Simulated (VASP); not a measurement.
# Sb in VASP: a series of runs

Sb is run at these levels: PBEsol; tasks: electric field gradients.

Everything below comes from runs of VASP 6.6.1. Logs are shortened: lines on timing, memory, paths and dates and some standing lists are left out, and cuts for length are marked.

### 1 The cell of the first run

Symmetry: I4/mmm, No. 139, tetragonal system. Conventional cell: a = 2.949 Å, b = 2.949 Å, c = 4.859 Å, α = 90.00°, β = 90.00°, γ = 90.00°. Sb (site symmetry 4/mmm) has 12 Sb at 2.95 to 3.20 Å within 3.9 Å.

### 2 Electric field gradients, PBEsol (21.12 Å³/atom)

Contents of INCAR:

```
SYSTEM = Sb
ALGO = Normal
EDIFF = 1E-8
ENCUT = 520
GGA = PS
ISIF = 2
ISMEAR = -1
LASPH = .True.
LCHARG = .False.
LEFG = .True.
LREAL = .False.
LWAVE = .False.
NBANDS = 8
NELM = 100
PREC = Accurate
SIGMA = 0.05
```

Contents of KPOINTS:

```
k-points
0
Gamma
  19 19 19
  0 0 0
```

Contents of POSCAR:

```
Sb
1.0
   -1.4742770936      1.4742770936      2.4293735496
    1.4742770936     -1.4742770936      2.4293735496
    1.4742770936      1.4742770936     -2.4293735496
Sb
1
Direct
    0.0000000000      0.0000000000      0.0000000000
```

Potentials or basis: VASP PAW PBE potentials, release 64 (Sb).

On the command line:

```
> cat potpaw_PBE.64/Sb/POTCAR > POTCAR
> mpirun -np 1 vasp_std > vasp.out
```

OUTCAR:

```text
SYSTEM = Sb
   EDIFF = 1E-8
   ENCUT = 520
   GGA = PS
   ISIF = 2
   ISMEAR = -1
   LASPH = .True.
   LREAL = .False.
   NELM = 100
   PREC = Accurate

 ion  position               nearest neighbor table
   1  0.000  0.000  0.000-

  LATTYP: Found a body centered tetragonal cell.
 ALAT       =     2.9485541872
 C/A-ratio  =     1.6478405316

  Lattice vectors:

 A1 = (  -1.4742770936,   1.4742770936,   2.4293735496)
 A2 = (   1.4742770936,  -1.4742770936,   2.4293735496)
 A3 = (   1.4742770936,   1.4742770936,  -2.4293735496)

Analysis of symmetry for initial positions (statically):
=====================================================================
 Subroutine PRICEL returns:
 Original cell was already a primitive cell.

 Routine SETGRP: Setting up the symmetry group for a
 body centered tetragonal supercell.

 Subroutine GETGRP returns: Found 16 space group operations
 (whereof 16 operations were pure point group operations)
 out of a pool of 16 trial point group operations.

The static configuration has the point symmetry D_4h.

Analysis of symmetry for dynamics (positions and initial velocities):
=====================================================================
 Subroutine PRICEL returns:
 Original cell was already a primitive cell.

 Routine SETGRP: Setting up the symmetry group for a
 body centered tetragonal supercell.

 Subroutine GETGRP returns: Found 16 space group operations
 (whereof 16 operations were pure point group operations)
 out of a pool of 16 trial point group operations.

The dynamic configuration has the point symmetry D_4h.

 Subroutine INISYM returns: Found 16 space group operations
 (whereof 16 operations are pure point group operations),
 and found     1 'primitive' translations

----------------------------------------------------------------------------------------

                                     Primitive cell

  volume of cell :      21.1209

  direct lattice vectors                    reciprocal lattice vectors
    -1.474277094  1.474277094  2.429373550     0.000000000  0.339149270  0.205814376
     1.474277094 -1.474277094  2.429373550     0.339149270  0.000000000  0.205814376
     1.474277094  1.474277094 -2.429373550     0.339149270  0.339149270  0.000000000

  length of vectors
     3.201381224  3.201381224  3.201381224     0.396713731  0.396713731  0.479629497

[... 110 lines left out ...]
  energy-cutoff  :      520.00
  volume of cell :       21.12
 maximum number of plane-waves:       590
   NGX = 11   NGY = 11   NGZ = 11

 number of electron       4.9999999 magnetization

 Free energy of the ion-electron system (eV)
  ---------------------------------------------------
  ext. energy  EPLUGINS =         0.00000000
  ---------------------------------------------------
  free energy    TOTEN  =        -3.98792309 eV

  energy without entropy =       -3.98381687  energy(sigma->0) =       -3.98586998

 E-fermi :  11.9648     XC(G=0): -11.4114

 val. band max:       11.9598467222   @ k =  -0.2632   0.1053  -0.0000
 cond. band min:      11.9762198945   @ k =  -0.4211   0.2632   0.0526
 fundamental gap:      0.0163731723
 Fermi energy:        11.9648459454

 k-point     1 :       0.0000    0.0000    0.0000
  band No.  band energies     occupation
      1      -3.2191      2.00000
      2      19.0176      0.00000
      3      19.2009      0.00000
      4      19.2009      0.00000
      5      22.3358      0.00000
      6      22.3417      0.00000
      7      23.3372      0.00000
      8      23.3372      0.00000
[... 243 lines left out ...]
 k-point    24 :      -0.2632    0.0526   -0.0000
  band No.  band energies     occupation
      1      -1.6119      2.00000
      2      11.3076      2.00000
      3      16.0659      0.00000
      4      18.4541      0.00000
      5      20.5371      0.00000
      6      22.4576      0.00000
      7      24.1362      0.00000
      8      24.7879      0.00000

 [... further k-points ...]
[... 5 lines left out ...]
  --------------------------------------------------------------------------------------
  -------------------------------------------------------------------------------------
  Total        3.4056635      3.4056635      2.9458683      0.0000000      0.0000000      0.0000000
  in kB      258.3448435    258.3448435    223.4659627      0.0000000      0.0000000      0.0000000
  external PRESSURE =     246.7185499 kB  Pullay stress =       0.0000000 kB

 VOLUME and BASIS-vectors are now :
 -----------------------------------------------------------------------------
  energy-cutoff  :      520.00
  volume of cell :       21.12
      direct lattice vectors                 reciprocal lattice vectors
    -1.474277094  1.474277094  2.429373550     0.000000000  0.339149270  0.205814376
     1.474277094 -1.474277094  2.429373550     0.339149270  0.000000000  0.205814376
     1.474277094  1.474277094 -2.429373550     0.339149270  0.339149270  0.000000000

 POSITION                                       TOTAL-FORCE (eV/Angst)
 -----------------------------------------------------------------------------------
      0.00000      0.00000      0.00000        -0.000000     -0.000000      0.000000
 -----------------------------------------------------------------------------------
    total drift:                                0.000000     -0.000000      0.000000

  FREE ENERGIE OF THE ION-ELECTRON SYSTEM (eV)
  ---------------------------------------------------
  free  energy   TOTEN  =        -3.9879230893 eV

  energy  without entropy=       -3.9838168733  energy(sigma->0) =       -3.98586998

 Electric field gradients (V/A^2)
---------------------------------------------------------------------
 ion       V_xx      V_yy      V_zz      V_xy      V_xz      V_yz
---------------------------------------------------------------------
   1     -18.386   -18.386    36.771    -0.000    -0.000    -0.000
---------------------------------------------------------------------

 Electric field gradients after diagonalization (V/A^2)
 (convention: |V_zz| > |V_xx| > |V_yy|)
----------------------------------------------------------------------
 ion       V_xx      V_yy      V_zz     asymmetry (V_yy - V_xx)/ V_zz
----------------------------------------------------------------------
   1     -18.386   -18.386    36.771       0.000
----------------------------------------------------------------------

           NMR quadrupolar parameters

 Cq : quadrupolar parameter    Cq=e*Q*V_zz/h
 eta: asymmetry parameters     (V_yy - V_xx)/ V_zz
 Q  : nuclear electric quadrupole moment in mb (millibarn)
----------------------------------------------------------------------
 ion       Cq(MHz)       eta       Q (mb)
----------------------------------------------------------------------
   1       0.089       0.000       1.000
----------------------------------------------------------------------
```

Wall time 78 s (1 thread of Intel Xeon 8259CL, shared host); peak memory 0.21 GiB.

Results:

* Free energy: -3.9879 eV
* Pressure: 24.7 GPa
* Band gap on the k mesh: zero (an odd number of electrons rules out a gap without spin polarisation)
* Largest electric field gradient by atom: Sb +36.8 V/Å²

Stress tensor (GPa, compression positive):
```
25.83  0.00  0.00
 0.00 25.83  0.00
 0.00  0.00 22.35
```

Levels at points of the mesh, in eV from the Fermi level:
| k point | band 1 | band 2 | band 3 | band 4 | band 5 |
| --- | --- | --- | --- | --- | --- |
| (0.00, 0.00, 0.00) | -15.18 | 7.05 | 7.24 | 7.24 | 10.37 |

Electric field gradients, principal values (V/Å²):
```csv
atom,least,middle,greatest (by size)
1 Sb,-18.386,-18.386,36.771
```

Caveat: the cell stands under pressure; without QUAD_EFG the Cq values of the log hold for a quadrupole moment of 1 mb, not for the nuclei; the PAW data sets were made with another functional, which shifts forces and pressure a little; spin-orbit coupling is left out, which moves the levels of the heavy elements.

### 3 Electric field gradients, PBEsol (21.12 Å³/atom)

Contents of INCAR:

```
  ALGO = Normal
  EDIFF = 1E-8
  ENCUT = 520
  GGA = PS
  ISIF = 2
  ISMEAR = -1
  LASPH = True
  LCHARG = False
  LEFG = True
  LREAL = False
  LWAVE = False
  NBANDS = 8
  NELM = 60
  PREC = Accurate
  SIGMA = 0.05
```

Contents of KPOINTS:

```
k-points
0
Gamma
  19 19 19
```

POSCAR is that of step 2.

Potentials or basis: VASP PAW PBE potentials, release 64 (Sb).

On the command line:

```
> cat potpaw_PBE.64/Sb/POTCAR > POTCAR
> mpirun -np 1 vasp_std > vasp.out
```

OUTCAR:

```text
EDIFF = 1E-8
   ENCUT = 520
   GGA = PS
   ISIF = 2
   ISMEAR = -1
   LASPH = True
   LREAL = False
   NELM = 60
   PREC = Accurate

 ion  position               nearest neighbor table
   1  0.000  0.000  0.000-

  LATTYP: Found a body centered tetragonal cell.
 ALAT       =     2.9485541872
 C/A-ratio  =     1.6478405316

  Lattice vectors:

 A1 = (  -1.4742770936,   1.4742770936,   2.4293735496)
 A2 = (   1.4742770936,  -1.4742770936,   2.4293735496)
 A3 = (   1.4742770936,   1.4742770936,  -2.4293735496)

Analysis of symmetry for initial positions (statically):
=====================================================================
 Subroutine PRICEL returns:
 Original cell was already a primitive cell.

 Routine SETGRP: Setting up the symmetry group for a
 body centered tetragonal supercell.

 Subroutine GETGRP returns: Found 16 space group operations
 (whereof 16 operations were pure point group operations)
 out of a pool of 16 trial point group operations.

The static configuration has the point symmetry D_4h.

Analysis of symmetry for dynamics (positions and initial velocities):
=====================================================================
 Subroutine PRICEL returns:
 Original cell was already a primitive cell.

 Routine SETGRP: Setting up the symmetry group for a
 body centered tetragonal supercell.

 Subroutine GETGRP returns: Found 16 space group operations
 (whereof 16 operations were pure point group operations)
 out of a pool of 16 trial point group operations.

The dynamic configuration has the point symmetry D_4h.
[... 145 lines left out ...]

 val. band max:       11.9598467222   @ k =  -0.2632   0.1053  -0.0000
 cond. band min:      11.9762198945   @ k =  -0.4211   0.2632   0.0526
 fundamental gap:      0.0163731723
 Fermi energy:        11.9648459454

 k-point     1 :       0.0000    0.0000    0.0000
  band No.  band energies     occupation
      1      -3.2191      2.00000
      2      19.0176      0.00000
      3      19.2009      0.00000
      4      19.2009      0.00000
      5      22.3358      0.00000
      6      22.3417      0.00000
      7      23.3372      0.00000
      8      23.3372      0.00000
[... 243 lines left out ...]
 k-point    24 :      -0.2632    0.0526   -0.0000
  band No.  band energies     occupation
      1      -1.6119      2.00000
      2      11.3076      2.00000
      3      16.0659      0.00000
      4      18.4541      0.00000
      5      20.5371      0.00000
      6      22.4576      0.00000
      7      24.1362      0.00000
      8      24.7879      0.00000

 [... further k-points ...]
[... 5 lines left out ...]
  --------------------------------------------------------------------------------------
  -------------------------------------------------------------------------------------
  Total        3.4056635      3.4056635      2.9458683      0.0000000      0.0000000      0.0000000
  in kB      258.3448435    258.3448435    223.4659627      0.0000000      0.0000000      0.0000000
  external PRESSURE =     246.7185499 kB  Pullay stress =       0.0000000 kB

 VOLUME and BASIS-vectors are now :
 -----------------------------------------------------------------------------
  energy-cutoff  :      520.00
  volume of cell :       21.12
      direct lattice vectors                 reciprocal lattice vectors
    -1.474277094  1.474277094  2.429373550     0.000000000  0.339149270  0.205814376
     1.474277094 -1.474277094  2.429373550     0.339149270  0.000000000  0.205814376
     1.474277094  1.474277094 -2.429373550     0.339149270  0.339149270  0.000000000

 POSITION                                       TOTAL-FORCE (eV/Angst)
 -----------------------------------------------------------------------------------
      0.00000      0.00000      0.00000        -0.000000     -0.000000      0.000000
 -----------------------------------------------------------------------------------
    total drift:                                0.000000     -0.000000      0.000000

  FREE ENERGIE OF THE ION-ELECTRON SYSTEM (eV)
  ---------------------------------------------------
  free  energy   TOTEN  =        -3.9879230893 eV

  energy  without entropy=       -3.9838168733  energy(sigma->0) =       -3.98586998

 Electric field gradients (V/A^2)
---------------------------------------------------------------------
 ion       V_xx      V_yy      V_zz      V_xy      V_xz      V_yz
---------------------------------------------------------------------
   1     -18.386   -18.386    36.771    -0.000    -0.000    -0.000
---------------------------------------------------------------------

 Electric field gradients after diagonalization (V/A^2)
 (convention: |V_zz| > |V_xx| > |V_yy|)
----------------------------------------------------------------------
 ion       V_xx      V_yy      V_zz     asymmetry (V_yy - V_xx)/ V_zz
----------------------------------------------------------------------
   1     -18.386   -18.386    36.771       0.000
----------------------------------------------------------------------

           NMR quadrupolar parameters

 Cq : quadrupolar parameter    Cq=e*Q*V_zz/h
 eta: asymmetry parameters     (V_yy - V_xx)/ V_zz
 Q  : nuclear electric quadrupole moment in mb (millibarn)
----------------------------------------------------------------------
 ion       Cq(MHz)       eta       Q (mb)
----------------------------------------------------------------------
   1       0.089       0.000       1.000
----------------------------------------------------------------------
```

stdout:

```text
POSCAR found type information on POSCAR Sb
 POSCAR found :  1 types and       1 ions
 scaLAPACK will be used
 -----------------------------------------------------------------------------
|                                                                             |
|                                                                             |
|     You enforced a specific xc type in the INCAR file but a different       |
|     I HOPE YOU KNOW WHAT YOU ARE DOING!                                     |
|                                                                             |
 -----------------------------------------------------------------------------

 LDA part: xc-table for (Slater+PW92), standard interpolation
 POSCAR, INCAR and KPOINTS ok, starting setup
 FFT: planning ... GRIDC
 FFT: planning ... GRID_SOFT
 FFT: planning ... GRID
 WAVECAR not read
 entering main loop
ion   1
```

Run time: 82 s. Hardware: 1 thread of Intel Xeon 8259CL, shared host; peak memory 0.21 GiB.

Results:

```
Free energy                             : -3.9879 eV
Pressure                                : 24.7 GPa
Band gap on the k mesh                  : zero (an odd number of electrons rules out a gap without spin polarisation)
Largest electric field gradient by atom : Sb +36.8 V/Å²
```

Electric field gradients, principal values (V/Å²):
| atom | least | middle | greatest (by size) |
| --- | --- | --- | --- |
| 1 Sb | -18.386 | -18.386 | 36.771 |

Caveat: the cell stands under pressure; without QUAD_EFG the Cq values of the log hold for a quadrupole moment of 1 mb, not for the nuclei; the PAW data sets were made with another functional, which shifts forces and pressure a little; spin-orbit coupling is left out, which moves the levels of the heavy elements.

(Continued in part 2 of 3.)
